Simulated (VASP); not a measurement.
# CuNi2 (P-3m1) in VASP: a series of runs

CuNi2 is run at these levels: PBE; tasks: single point, relaxation of cell and atoms.

Everything below comes from runs of VASP 6.6.1. Logs are shortened: lines on timing, memory, paths and dates and some standing lists are left out, and cuts for length are marked.

### Step 1. The cell of the first run

The structure is trigonal, space group P-3m1 (No. 164). The conventional cell has a = 2.514 Å, b = 2.514 Å, c = 12.011 Å, α = 90.00°, β = 90.00°, γ = 120.00°. Within 3.3 Å of Cu (site symmetry 3m) lie 9 Cu at 2.47 to 2.51 Å and 3 Ni at 2.47 Å. Ni (site symmetry 3m) has 3 Cu at 2.47 Å and 9 Ni at 2.47 to 2.51 Å within 3.3 Å. Ni (site symmetry 3m) has 12 Ni at 2.47 to 2.51 Å within 3.3 Å.

### Step 2. Single point, PBE, collinear spin, ferromagnetic start

INCAR reads:

```
PREC = Accurate ; ENCUT = 520
EDIFF = 1E-6 ; ISMEAR = 0
SIGMA = 0.1 ; LREAL = False
LASPH = True ; NELM = 150
ALGO = Normal ; ISIF = 2
LWAVE = False ; LCHARG = False
ISPIN = 2 ; MAGMOM = 0 0 2 2 2 2
LORBIT = 11 ; LMAXMIX = 4
GGA = PE ; NBANDS = 44
```

KPOINTS reads:

```
Automatic mesh
0
Gamma
  6 6 2
```

POSCAR reads:

```
CuNi2
1.0
    2.5140403200      0.0000000000      0.0000000000
   -1.2570201600      2.1772227900      0.0000000000
    0.0000000000      0.0000000000     12.0109271500
Cu Ni
2 4
Direct
    0.3333333300      0.6666666700      0.0833333300
    0.6666666700      0.3333333300      0.9166666700
    0.3333333300      0.6666666700      0.7500000000
    0.3333333300      0.6666666700      0.4166666700
    0.6666666700      0.3333333300      0.2500000000
    0.6666666700      0.3333333300      0.5833333300
```

Potentials or basis: VASP PAW PBE potentials, release 64 (Cu, Ni).

Command:

```console
$ cat potpaw_PBE.64/Cu/POTCAR potpaw_PBE.64/Ni/POTCAR > POTCAR
$ mpirun -np 1 vasp_std > vasp.out
```

OUTCAR:

```text
PREC = Accurate
   ENCUT = 520
   EDIFF = 1E-6
   ISMEAR = 0
   LREAL = False
   LASPH = True
   NELM = 150
   ISIF = 2
   ISPIN = 2
   LORBIT = 11
   GGA = PE

 ion  position               nearest neighbor table
   1  0.333  0.667  0.083-   2 2.47   2 2.47   2 2.47   5 2.47   5 2.47   5 2.47
   2  0.667  0.333  0.917-   1 2.47   1 2.47   1 2.47   3 2.47   3 2.47   3 2.47
   3  0.333  0.667  0.750-   2 2.47   6 2.47   2 2.47   6 2.47   2 2.47   6 2.47
   4  0.333  0.667  0.417-   6 2.47   6 2.47   6 2.47   5 2.47   5 2.47   5 2.47
   5  0.667  0.333  0.250-   1 2.47   4 2.47   1 2.47   4 2.47   1 2.47   4 2.47
   6  0.667  0.333  0.583-   4 2.47   4 2.47   4 2.47   3 2.47   3 2.47   3 2.47

  LATTYP: Found a hexagonal cell.
 ALAT       =     2.5140403200
 C/A-ratio  =     4.7775395862

  Lattice vectors:

 A1 = (   2.5140403200,   0.0000000000,   0.0000000000)
 A2 = (  -1.2570201600,   2.1772227900,   0.0000000000)
 A3 = (   0.0000000000,   0.0000000000,  12.0109271500)

Analysis of symmetry for initial positions (statically):
=====================================================================
 Subroutine PRICEL returns:
 Original cell was already a primitive cell.

 Routine SETGRP: Setting up the symmetry group for a
 hexagonal supercell.

 Subroutine GETGRP returns: Found 12 space group operations
 (whereof 12 operations were pure point group operations)
 out of a pool of 24 trial point group operations.

The static configuration has the point symmetry D_3d.

Analysis of symmetry for dynamics (positions and initial velocities):
=====================================================================
 Subroutine PRICEL returns:
 Original cell was already a primitive cell.

 Routine SETGRP: Setting up the symmetry group for a
 hexagonal supercell.

 Subroutine GETGRP returns: Found 12 space group operations
 (whereof 12 operations were pure point group operations)
 out of a pool of 24 trial point group operations.

The dynamic configuration has the point symmetry D_3d.

Analysis of structural, dynamic, and magnetic symmetry:
=====================================================================
 Subroutine PRICEL returns:
 Original cell was already a primitive cell.

 Routine SETGRP: Setting up the symmetry group for a
 hexagonal supercell.

 Subroutine GETGRP returns: Found 12 space group operations
 (whereof 12 operations were pure point group operations)
 out of a pool of 24 trial point group operations.

The overall configuration has the point symmetry D_3d.

 Subroutine INISYM returns: Found 12 space group operations
 (whereof 12 operations are pure point group operations),
 and found     1 'primitive' translations

----------------------------------------------------------------------------------------

                                     Primitive cell

  volume of cell :      65.7433

  direct lattice vectors                    reciprocal lattice vectors
     2.514040320  0.000000000  0.000000000     0.397766095  0.229650361  0.000000000
    -1.257020160  2.177222790  0.000000000     0.000000000  0.459300722  0.000000000
     0.000000000  0.000000000 12.010927150     0.000000000  0.000000000  0.083257519

  length of vectors
     2.514040320  2.514040326 12.010927150     0.459300723  0.459300722  0.083257519

  position of ions in fractional coordinates (direct lattice)
     0.333333330  0.666666670  0.083333330
     0.666666670  0.333333330  0.916666670
     0.333333330  0.666666670  0.750000000
     0.333333330  0.666666670  0.416666670
     0.666666670  0.333333330  0.250000000
     0.666666670  0.333333330  0.583333330

  ion indices of the primitive-cell ions
   primitive index   ion index
                 1           1
                 2           2
                 3           3
                 4           4
                 5           5
                 6           6

----------------------------------------------------------------------------------------

 KPOINTS: Automatic mesh

Automatic generation of k-mesh.
 Grid dimensions read from file:
[... 32 lines left out ...]
  0.500000  0.000000  0.500000      3.000000
  0.166667  0.166667  0.500000      6.000000
  0.333333  0.166667  0.500000     12.000000
  0.333333  0.333333  0.500000      2.000000
   k-points           NKPTS =     14   k-points in BZ     NKDIM =     14   number of bands    NBANDS=     44
   number of dos      NEDOS =    301   number of ions     NIONS =      6
   total plane-waves  NPLWV =  36000
   dimension x,y,z NGX =    20 NGY =   20 NGZ =   90
   dimension x,y,z NGXF=    40 NGYF=   40 NGZF=  180
   ions per type =               2   4
   NGX,Y,Z   is equivalent  to a cutoff of  13.23, 13.23, 12.46 a.u.
   NGXF,Y,Z  is equivalent  to a cutoff of  26.45, 26.45, 24.91 a.u.
 SYSTEM =  unknown system
   PREC   = accura    normal or accurate (medium, high low for compatibility)
   ISTART =      0    job   : 0-new  1-cont  2-samecut
   ICHARG =      2    charge: 1-file 2-atom 10-const
   ISPIN  =      2    spin polarized calculation?
   LNONCOLLINEAR =      F non collinear calculations
   LSORBIT =      F    spin-orbit coupling
   LASPH  =      T    aspherical Exc in radial PAW
   ENCUT  =  520.0 eV  38.22 Ry    6.18 a.u.   4.67  4.67 22.33*2*pi/ulx,y,z
   NELM   =    150;   NELMIN=  2; NELMDL= -5     # of ELM steps
   EDIFF  = 0.1E-05   stopping-criterion for ELM
   LREAL  =      F    real-space projection
   EDIFFG = 0.1E-04   stopping-criterion for IOM
   NSW    =      0    number of steps for IOM
   IBRION =     -1    ionic relax: 0-MD 1-quasi-New 2-CG
   NFREE  =      0    steps in history (QN), initial steepest desc. (CG)
   ISIF   =      2    stress and relaxation
   ISYM   =      2    0-nonsym 1-usesym 2-fastsym
   POTIM  = 0.5000    time-step for ionic-motion
   TEBEG  =    0.0;   TEEND  =   0.0 temperature during run
   PSTRESS=    0.0 pullay stress
   NELECT =      62.0000    total number of electrons
   NUPDOWN=      -1.0000    fix difference up-down
   EMIN   =  10.00;   EMAX   =-10.00  energy-range for DOS
   EFERMI =   0.00;   METHOD = LEGACY
   ISMEAR =     0;   SIGMA  =   0.10  broadening in eV -4-tet -1-fermi 0-gaus
   EFERMI_NEDOS =   21; number of points for ismear=-14 and -15
   IALGO  =     38    algorithm
   IMIX   =      4    mixing-type and parameters
     AMIX     =   0.40;   BMIX     =  1.00
     AMIX_MAG =   1.60;   BMIX_MAG =  1.00
  volume/ion in A,a.u.               =      10.96        73.94
  Fermi-wavevector in a.u.,A,eV,Ry     =   1.605418  3.033800 35.067215  2.577368
  Thomas-Fermi vector in A             =   2.701768
   LORBIT       =     11    0 simple, 1 ext, 2 COOP (PROOUT), +10 PAW based schemes
   GGA     = PE    functional components
   LHFCALC =     F    Hartree Fock is set to
   AEXX    =    0.0000 exact exchange contribution
   IVDW    =     0    specifies the selected vdW correction
   LEPSILON=     F    determine dielectric tensor
   LRPA    =     F    only Hartree local field effects (RPA)
 spin polarized calculation
 Gauss-broadening in eV      SIGMA  =   0.10
  energy-cutoff  :      520.00
  volume of cell :       65.74
 maximum number of plane-waves:      1786
 NGX is ok and might be reduce to    20
   NGX =  9   NGY =  9   NGZ = 45

 number of electron      61.9999976 magnetization       2.1136091

 Free energy of the ion-electron system (eV)
  ---------------------------------------------------
  ext. energy  EPLUGINS =         0.00000000
  ---------------------------------------------------
  free energy    TOTEN  =       -29.14432585 eV

  energy without entropy =      -29.10500180  energy(sigma->0) =      -29.12466383

 E-fermi :   8.9788     XC(G=0): -13.1926

 val. band max:        8.9442578386   @ k =   0.1667  -0.0000   0.0000
 cond. band min:       8.9832885870   @ k =   0.1667   0.1667   0.0000
 fundamental gap:      0.0390307483
 Fermi energy:         8.9788073237

 spin component 1

 k-point     1 :       0.0000    0.0000    0.0000
  band No.  band energies     occupation
      1      -0.3895      1.00000
      2       0.7787      1.00000
      3       0.9576      1.00000
      4       3.1658      1.00000
      5       3.4448      1.00000
      6       4.1301      1.00000
[... 633 lines left out ...]
     42      17.3573      0.00000
     43      19.1646      0.00000
 Fermi energy:         8.9788073237

 spin component 2

 k-point     1 :       0.0000    0.0000    0.0000
  band No.  band energies     occupation
      1      -0.4093      1.00000
      2       0.7600      1.00000
      3       0.9396      1.00000
      4       3.1748      1.00000
      5       3.4828      1.00000
      6       4.3402      1.00000
[... 633 lines left out ...]
     42      17.4716      0.00000
     43      19.2230      0.00000
 [bands above 43 left out]

------------------------ aborting loop because EDIFF is reached ----------------------------------------

  FORCE on cell =-STRESS in cart. coord.  units (eV):
  Direction    XX          YY          ZZ          XY          YZ          ZX
  --------------------------------------------------------------------------------------
  -------------------------------------------------------------------------------------
  Total        0.6862300      0.6862300      4.4968702      0.0000000      0.0000000      0.0000000
  in kB       16.7235574     16.7235575    109.5895884      0.0000000      0.0000000      0.0000000
  external PRESSURE =      47.6789011 kB  Pullay stress =       0.0000000 kB

 VOLUME and BASIS-vectors are now :
 -----------------------------------------------------------------------------
  energy-cutoff  :      520.00
  volume of cell :       65.74
      direct lattice vectors                 reciprocal lattice vectors
     2.514040320  0.000000000  0.000000000     0.397766095  0.229650361  0.000000000
    -1.257020160  2.177222790  0.000000000     0.000000000  0.459300722  0.000000000
     0.000000000  0.000000000 12.010927150     0.000000000  0.000000000  0.083257519

 POSITION                                       TOTAL-FORCE (eV/Angst)
 -----------------------------------------------------------------------------------
     -0.00000      1.45148      1.00091        -0.000000      0.000000      0.260746
      1.25702      0.72574     11.01002         0.000000      0.000000     -0.260746
     -0.00000      1.45148      9.00820        -0.000000      0.000000     -0.321407
     -0.00000      1.45148      5.00455        -0.000000      0.000000      0.058379
      1.25702      0.72574      3.00273         0.000000      0.000000      0.321407
      1.25702      0.72574      7.00637         0.000000     -0.000000     -0.058379
 -----------------------------------------------------------------------------------
    total drift:                                0.000000     -0.000000     -0.000000

  FREE ENERGIE OF THE ION-ELECTRON SYSTEM (eV)
  ---------------------------------------------------
  free  energy   TOTEN  =       -29.1443258513 eV

  energy  without entropy=      -29.1050018040  energy(sigma->0) =      -29.12466383

 total charge

# of ion       s       p       d       tot
------------------------------------------
    1        0.470   0.436   9.182  10.088
    2        0.470   0.436   9.182  10.088
    3        0.491   0.478   8.350   9.319
    4        0.494   0.488   8.312   9.294
    5        0.491   0.478   8.350   9.319
    6        0.494   0.488   8.312   9.294
--------------------------------------------------
tot          2.911   2.805  51.687  57.403

 magnetization (x)

# of ion       s       p       d       tot
------------------------------------------
    1       -0.002  -0.008   0.001  -0.008
    2       -0.002  -0.008   0.001  -0.008
    3       -0.001  -0.015   0.419   0.403
    4       -0.004  -0.020   0.709   0.686
    5       -0.001  -0.015   0.419   0.403
    6       -0.004  -0.020   0.709   0.686
--------------------------------------------------
tot         -0.014  -0.085   2.259   2.160
```

Run time: 94 s. Hardware: 1 thread of AMD EPYC 9R45 (Zen 5), shared host; peak memory 0.2 GiB.

Results:

```yaml
Free_energy: -29.1443 eV
Pressure: 4.8 GPa
Largest_force: 0.321 eV/Å
Net_moment: 2.11 μB per cell
Site_moments: Cu -0.01; Ni +0.40, +0.69 (each value once) μB
Valence_electrons_inside_the_program's_atomic_spheres: Cu 10.09; Ni 9.32, 9.29 (each value once)
```

Forces in eV/Å, atoms in the order of the input:
```
Cu   0.000  0.000  0.261
Cu   0.000  0.000 -0.261
Ni   0.000  0.000 -0.321
Ni   0.000  0.000  0.058
Ni   0.000  0.000  0.321
Ni   0.000  0.000 -0.058
```

Levels at points of the mesh, in eV from the Fermi level:
Spin up:
```
           k point  band 29  band 30  band 31  band 32  band 33  band 34  band 35  band 36  band 37  band 38
(0.00, 0.00, 0.00)    -1.41    -1.00    -1.00    -0.66    -0.66    -0.65    -0.65    -0.26     5.59    10.55
(0.50, 0.00, 0.00)    -0.27    -0.26     0.22     0.54     0.96     1.67     2.23     2.76     6.35     6.43
(0.00, 0.00, 0.50)    -1.36    -1.13    -1.01    -1.01    -0.67    -0.67    -0.65    -0.65     6.98     7.52
(0.50, 0.00, 0.50)    -0.26    -0.26     0.47     0.92     1.05     1.18     2.27     2.79     6.14     6.18
```
Spin down:
```csv
k point,band 28,band 29,band 30,band 31,band 32,band 33,band 34,band 35
"(0.00, 0.00, 0.00)",-0.81,-0.81,-0.41,-0.41,-0.29,-0.12,-0.12,0.01
"(0.50, 0.00, 0.00)",0.22,0.25,0.26,0.26,0.61,1.29,1.74,2.39
"(0.00, 0.00, 0.50)",-1.08,-0.80,-0.80,-0.41,-0.41,-0.12,-0.12,0.01
"(0.50, 0.00, 0.50)",0.22,0.25,0.26,0.64,1.07,1.27,1.30,2.40
```

Caveat: the k points lie up to 0.48 Å⁻¹ apart.

(Continued in part 2 of 2.)
